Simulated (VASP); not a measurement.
# Si (P6_3/mmc) in VASP: a series of runs

Runs on Si. Level: PBEsol. Tasks: single point.

Everything below comes from runs of VASP 6.6.1. Logs are shortened: lines on timing, memory, paths and dates and some standing lists are left out, and cuts for length are marked.

**1. The cell of the first run**

It takes space group P6_3/mmc (No. 194, hexagonal). The conventional cell has a = 2.264 Å, b = 2.264 Å, c = 3.772 Å, α = 90.00°, β = 90.00°, γ = 120.00°. Within 3.0 Å of Si (site symmetry -6m2) lie 12 Si at 2.26 to 2.29 Å.

**2. Single point, PBEsol**

INCAR reads:

```
PREC = Accurate
ENCUT = 520
EDIFF = 1E-6
ISMEAR = -1
SIGMA = 0.08
LREAL = False
LASPH = True
NELM = 60
ALGO = Normal
ISIF = 2
LWAVE = False
LCHARG = False
GGA = PS
NBANDS = 11
```

KPOINTS reads:

```
Automatic mesh
0
Gamma
  17 17 9
```

POSCAR reads:

```
Si
1.0
    2.2642691982      0.0000000000      0.0000000000
   -1.1321345991      1.9609146467      0.0000000000
    0.0000000000      0.0000000000      3.7718870870
Si
2
Direct
    0.3333333333      0.6666666667      0.2500000000
    0.6666666667      0.3333333333      0.7500000000
```

Potentials or basis: VASP PAW PBE potentials, release 64 (Si).

Command:

```bash
$ cat potpaw_PBE.64/Si/POTCAR > POTCAR
$ mpirun -np 1 vasp_std > vasp.out
```

OUTCAR:

```text
PREC = Accurate
   ENCUT = 520
   EDIFF = 1E-6
   ISMEAR = -1
   LREAL = False
   LASPH = True
   NELM = 60
   ISIF = 2
   GGA = PS

 ion  position               nearest neighbor table
   1  0.333  0.667  0.250-   2 2.29   2 2.29   2 2.29   2 2.29   2 2.29   2 2.29
   2  0.667  0.333  0.750-   1 2.29   1 2.29   1 2.29   1 2.29   1 2.29   1 2.29

  LATTYP: Found a hexagonal cell.
 ALAT       =     2.2642691982
 C/A-ratio  =     1.6658297918

  Lattice vectors:

 A1 = (   2.2642691982,   0.0000000000,   0.0000000000)
 A2 = (  -1.1321345991,   1.9609146467,   0.0000000000)
 A3 = (   0.0000000000,   0.0000000000,   3.7718870870)

Analysis of symmetry for initial positions (statically):
=====================================================================
 Subroutine PRICEL returns:
 Original cell was already a primitive cell.

 Routine SETGRP: Setting up the symmetry group for a
 hexagonal supercell.

 Subroutine GETGRP returns: Found 24 space group operations
 (whereof 12 operations were pure point group operations)
 out of a pool of 24 trial point group operations.

The static configuration has the point symmetry D_3d.
 The point group associated with its full space group is D_6h.

Analysis of symmetry for dynamics (positions and initial velocities):
=====================================================================
 Subroutine PRICEL returns:
 Original cell was already a primitive cell.

 Routine SETGRP: Setting up the symmetry group for a
 hexagonal supercell.

 Subroutine GETGRP returns: Found 24 space group operations
 (whereof 12 operations were pure point group operations)
 out of a pool of 24 trial point group operations.

The dynamic configuration has the point symmetry D_3d.
 The point group associated with its full space group is D_6h.

 Subroutine INISYM returns: Found 24 space group operations
 (whereof 12 operations are pure point group operations),
 and found     1 'primitive' translations

----------------------------------------------------------------------------------------

                                     Primitive cell

  volume of cell :      16.7473

  direct lattice vectors                    reciprocal lattice vectors
     2.264269198  0.000000000  0.000000000     0.441643600  0.254983051  0.000000000
    -1.132134599  1.960914647  0.000000000     0.000000000  0.509966103  0.000000000
     0.000000000  0.000000000  3.771887087     0.000000000  0.000000000  0.265119283

  length of vectors
     2.264269198  2.264269198  3.771887087     0.509966103  0.509966103  0.265119283

  position of ions in fractional coordinates (direct lattice)
     0.333333333  0.666666667  0.250000000
     0.666666667  0.333333333  0.750000000

  ion indices of the primitive-cell ions
   primitive index   ion index
                 1           1
                 2           2

----------------------------------------------------------------------------------------

 KPOINTS: Automatic mesh

Automatic generation of k-mesh.
 Grid dimensions read from file:
 generate k-points for:   17   17    9

 Generating k-lattice:

  Cartesian coordinates                     Fractional coordinates (reciprocal lattice)
     0.025979035  0.014999003  0.000000000     0.058823529  0.000000000  0.000000000
     0.000000000  0.029998006  0.000000000     0.000000000  0.058823529  0.000000000
     0.000000000  0.000000000  0.029457698     0.000000000  0.000000000  0.111111111

  Length of vectors
     0.029998006  0.029998006  0.029457698

  Shift w.r.t. Gamma in fractional coordinates (k-lattice)
     0.000000000  0.000000000  0.000000000

 Subroutine IBZKPT returns following result:
 ===========================================

 Found    165 irreducible k-points:

 Following reciprocal coordinates:
            Coordinates               Weight
  0.000000  0.000000  0.000000      1.000000
  0.058824  0.000000  0.000000      6.000000
  0.117647  0.000000  0.000000      6.000000
  0.176471  0.000000  0.000000      6.000000
  0.235294  0.000000  0.000000      6.000000
  0.294118  0.000000  0.000000      6.000000
[... 16 lines left out ...]
  0.411765  0.117647  0.000000     12.000000
  0.176471  0.176471  0.000000      6.000000
 [... further k-points ...]
   k-points           NKPTS =    165   k-points in BZ     NKDIM =    165   number of bands    NBANDS=     11
   number of dos      NEDOS =    301   number of ions     NIONS =      2
   total plane-waves  NPLWV =   9072
   dimension x,y,z NGX =    18 NGY =   18 NGZ =   28
   dimension x,y,z NGXF=    36 NGYF=   36 NGZF=   56
   ions per type =               2
   NGX,Y,Z   is equivalent  to a cutoff of  13.22, 13.22, 12.34 a.u.
   NGXF,Y,Z  is equivalent  to a cutoff of  26.43, 26.43, 24.68 a.u.
 SYSTEM =  unknown system
   PREC   = accura    normal or accurate (medium, high low for compatibility)
   ISTART =      0    job   : 0-new  1-cont  2-samecut
   ICHARG =      2    charge: 1-file 2-atom 10-const
   ISPIN  =      1    spin polarized calculation?
   LNONCOLLINEAR =      F non collinear calculations
   LSORBIT =      F    spin-orbit coupling
   LASPH  =      T    aspherical Exc in radial PAW
   ENCUT  =  520.0 eV  38.22 Ry    6.18 a.u.   4.21  4.21  7.01*2*pi/ulx,y,z
   NELM   =     60;   NELMIN=  2; NELMDL= -5     # of ELM steps
   EDIFF  = 0.1E-05   stopping-criterion for ELM
   LREAL  =      F    real-space projection
   EDIFFG = 0.1E-04   stopping-criterion for IOM
   NSW    =      0    number of steps for IOM
   IBRION =     -1    ionic relax: 0-MD 1-quasi-New 2-CG
   NFREE  =      0    steps in history (QN), initial steepest desc. (CG)
   ISIF   =      2    stress and relaxation
   ISYM   =      2    0-nonsym 1-usesym 2-fastsym
   POTIM  = 0.5000    time-step for ionic-motion
   TEBEG  =    0.0;   TEEND  =   0.0 temperature during run
   PSTRESS=    0.0 pullay stress
   NELECT =       8.0000    total number of electrons
   NUPDOWN=      -1.0000    fix difference up-down
   EMIN   =  10.00;   EMAX   =-10.00  energy-range for DOS
   EFERMI =   0.00;   METHOD = LEGACY
   ISMEAR =    -1;   SIGMA  =   0.08  broadening in eV -4-tet -1-fermi 0-gaus
   EFERMI_NEDOS =   21; number of points for ismear=-14 and -15
   IALGO  =     38    algorithm
   IMIX   =      4    mixing-type and parameters
     AMIX     =   0.40;   BMIX     =  1.00
     AMIX_MAG =   1.60;   BMIX_MAG =  1.00
  volume/ion in A,a.u.               =       8.37        56.51
  Fermi-wavevector in a.u.,A,eV,Ry     =   1.279744  2.418365 22.282861  1.637744
  Thomas-Fermi vector in A             =   2.412212
   LORBIT       =      0    0 simple, 1 ext, 2 COOP (PROOUT), +10 PAW based schemes
   GGA     = PS    functional components
   LHFCALC =     F    Hartree Fock is set to
   AEXX    =    0.0000 exact exchange contribution
   IVDW    =     0    specifies the selected vdW correction
   LEPSILON=     F    determine dielectric tensor
   LRPA    =     F    only Hartree local field effects (RPA)
 non-spin polarized calculation
  energy-cutoff  :      520.00
  volume of cell :       16.75
 maximum number of plane-waves:       461
 NGX is ok and might be reduce to    18
   NGX =  9   NGY =  9   NGZ = 15

 number of electron       8.0000000 magnetization

 Free energy of the ion-electron system (eV)
  ---------------------------------------------------
  ext. energy  EPLUGINS =         0.00000000
  ---------------------------------------------------
  free energy    TOTEN  =        -7.31546256 eV

  energy without entropy =       -7.30255552  energy(sigma->0) =       -7.30900904

 E-fermi :  18.8910     XC(G=0): -13.5903

 val. band max:       18.8780874076   @ k =   0.2353   0.2353   0.4444
 cond. band min:      18.8943519320   @ k =   0.4118   0.1765   0.4444
 fundamental gap:      0.0162645244
 Fermi energy:        18.8910231059

 k-point     1 :       0.0000    0.0000    0.0000
  band No.  band energies     occupation
      1      -1.4017      2.00000
      2       7.8502      2.00000
      3       9.0482      2.00000
      4      31.7740      0.00000
      5      31.7740      0.00000
      6      32.2470      0.00000
      7      32.3549      0.00000
      8      32.3549      0.00000
      9      37.6806      0.00000
     10      38.0141      0.00000
     11      38.9722      0.00000

 k-point     2 :       0.0588    0.0000    0.0000
  band No.  band energies     occupation
      1      -1.2718      2.00000
      2       7.9684      2.00000
      3       9.1691      2.00000
      4      29.2135      0.00000
      5      30.4535      0.00000
      6      31.7523      0.00000
      7      33.4492      0.00000
      8      33.7897      0.00000
      9      37.3557      0.00000
     10      37.7792      0.00000
     11      38.2956      0.00000

 k-point     3 :       0.1176    0.0000    0.0000
  band No.  band energies     occupation
      1      -0.8831      2.00000
      2       8.3233      2.00000
      3       9.5283      2.00000
      4      25.9834      0.00000
      5      29.0590      0.00000
      6      30.3842      0.00000
      7      33.5733      0.00000
      8      34.3506      0.00000
      9      35.3047      0.00000
     10      36.9753      0.00000
     11      37.0491      0.00000

 k-point     4 :       0.1765    0.0000    0.0000
  band No.  band energies     occupation
      1      -0.2379      2.00000
      2       8.9152      2.00000
      3      10.1134      2.00000
      4      22.7751      0.00000
      5      27.8527      0.00000
      6      28.6284      0.00000
      7      31.1420      0.00000
      8      32.8444      0.00000
      9      35.6346      0.00000
     10      35.8086      0.00000
     11      36.1675      0.00000
[... 239 lines left out ...]
 k-point    22 :       0.3529    0.1176    0.0000
  band No.  band energies     occupation
      1       5.1711      2.00000
      2      11.0724      2.00000
      3      14.0217      2.00000
      4      15.6261      2.00000
      5      19.1715      0.05830
      6      20.1712      0.00000
      7      23.6189      0.00000
      8      28.3594      0.00000
      9      30.3851      0.00000
     10      32.6985      0.00000
     11      39.4016      0.00000

 k-point    23 :       0.4118    0.1176    0.0000
  band No.  band energies     occupation
      1       6.9875      2.00000
      2       9.0103      2.00000
      3      15.7714      2.00000
      4      16.7879      2.00000
      5      17.9443      1.99999
      6      18.1271      1.99986
      7      22.7290      0.00000
      8      28.1067      0.00000
      9      30.2039      0.00000
     10      32.5037      0.00000
     11      39.5371      0.00000

 k-point    24 :       0.1765    0.1765    0.0000
  band No.  band energies     occupation
      1       2.0573      2.00000
      2      11.0513      2.00000
      3      12.0203      2.00000
      4      18.3456      1.99781
      5      19.7544      0.00004
      6      26.6194      0.00000
      7      28.2095      0.00000
      8      28.2103      0.00000
      9      30.0987      0.00000
     10      35.5142      0.00000
     11      37.7424      0.00000

 [... further k-points ...]
[... 5 lines left out ...]
  --------------------------------------------------------------------------------------
  -------------------------------------------------------------------------------------
  Total       16.3692260     16.3692260     16.4281330      0.0000000     -0.0000000      0.0000000
  in kB     1566.0055408   1566.0055409   1571.6410354      0.0000000     -0.0000000      0.0000000
  external PRESSURE =    1567.8840390 kB  Pullay stress =       0.0000000 kB

 VOLUME and BASIS-vectors are now :
 -----------------------------------------------------------------------------
  energy-cutoff  :      520.00
  volume of cell :       16.75
      direct lattice vectors                 reciprocal lattice vectors
     2.264269198  0.000000000  0.000000000     0.441643600  0.254983051  0.000000000
    -1.132134599  1.960914647  0.000000000     0.000000000  0.509966103  0.000000000
     0.000000000  0.000000000  3.771887087     0.000000000  0.000000000  0.265119283

 POSITION                                       TOTAL-FORCE (eV/Angst)
 -----------------------------------------------------------------------------------
     -0.00000      1.30728      0.94297         0.000000      0.000000      0.000000
      1.13213      0.65364      2.82892        -0.000000      0.000000      0.000000
 -----------------------------------------------------------------------------------
    total drift:                                0.000000     -0.000000     -0.000000

  FREE ENERGIE OF THE ION-ELECTRON SYSTEM (eV)
  ---------------------------------------------------
  free  energy   TOTEN  =        -7.3154625588 eV

  energy  without entropy=       -7.3025555207  energy(sigma->0) =       -7.30900904
```

Run time: 18 s. Hardware: 1 thread of Intel Xeon Platinum 8259CL at 2.50GHz (Skylake/Cascade Lake), shared host; peak memory 0.13 GiB.

What came out:

```
Free energy            : -7.3155 eV
Pressure               : 156.8 GPa
Band gap on the k mesh : zero (band 4 reaches 31.77 eV, above the bottom of band 5 at 15.45 eV)
```

Stress tensor (GPa, compression positive):
```
156.60   0.00   0.00
  0.00 156.60   0.00
  0.00   0.00 157.16
```

Caveat: the PAW data sets were made with another functional, which shifts forces and pressure a little.

**3. Single point, PBEsol**

This run uses another cell than the first one, of 9.77 Å³/atom, 1.167 times its volume.

INCAR reads:

```
SYSTEM = Si
PREC = Accurate
ENCUT = 520
EDIFF = 1E-7
ISMEAR = -1
SIGMA = 0.08
LREAL = .FALSE.
LASPH = .TRUE.
NELM = 80
ALGO = Normal
ISIF = 2
LWAVE = .FALSE.
LCHARG = .FALSE.
GGA = PS
NBANDS = 11
```

KPOINTS reads:

```
regular mesh
0
G
  17 17 9
  0 0 0
```

POSCAR reads:

```
Si
1.0
    2.3857357689      0.0000000000      0.0000000000
   -1.1928678844      2.0661077825      0.0000000000
    0.0000000000      0.0000000000      3.9638472180
Si
2
Direct
    0.3333333333      0.6666666667      0.2500000000
    0.6666666667      0.3333333333      0.7500000000
```

Potentials or basis: VASP PAW PBE potentials, release 64 (Si).

Command:

```bash
$ cat potpaw_PBE.64/Si/POTCAR > POTCAR
$ mpirun -np 1 vasp_std > vasp.out
```

It took 20 s on 1 thread of Intel Xeon Platinum 8259CL at 2.50GHz (Skylake/Cascade Lake), shared host; peak memory 0.14 GiB.

Results (log left out):

```
Free energy            : -9.2878 eV
Pressure               : 78.1 GPa
Band gap on the k mesh : zero (band 4 reaches 27.98 eV, above the bottom of band 5 at 12.49 eV)
```

Stress tensor (GPa, compression positive):
```
77.99  0.00  0.00
 0.00 77.99  0.00
 0.00  0.00 78.30
```

Levels at points of the mesh, in eV from the Fermi level:
```
           k point  band 1  band 2  band 3  band 4  band 5  band 6  band 7  band 8
(0.00, 0.00, 0.00)  -18.49   -9.81   -9.18   11.91   11.91   12.03   12.03   12.74
```

Caveat: the PAW data sets were made with another functional, which shifts forces and pressure a little.

(Continued in part 2 of 2.)
